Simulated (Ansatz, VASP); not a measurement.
## Mo in VASP and in Ansatz

```
Mo
1.0
     2.76923    0.00000    0.00000
    -1.38461    2.39822    0.00000
     0.00000    0.00000    9.66129
Mo
4
Direct
  0.00000 0.00000 0.00000
  0.00000 0.00000 0.50000
  0.33333 0.66667 0.75000
  0.66667 0.33333 0.25000
```

Alike in both runs: functional PBE; k mesh 9 × 9 × 2; occupations gaussian, width 0.1 eV; no spin polarisation.

Ansatz relaxed the structure, and its values are those at the end. VASP's run is a single point on that final structure, the one shown.

|  | VASP | Ansatz |
| --- | --- | --- |
| version | VASP 6.6.1 | Ansatz 0.2.0 |
| potentials or method | VASP PAW PBE potentials, release 64 (Mo_sv), cutoff 520 eV | scalar-relativistic, plane waves, PAW |
| valence electrons in the cell | 56 | 56 |

```tsv
	VASP	Ansatz	Ansatz less VASP
gap on the k mesh at the Fermi level (eV)	none	none	-
pressure (GPa)	0.4	0.0	-0.46
```

A gap of «none» marks a metal or a gap that the smearing closes. With one functional, cell and mesh, what is left measures potentials, basis and numerics.
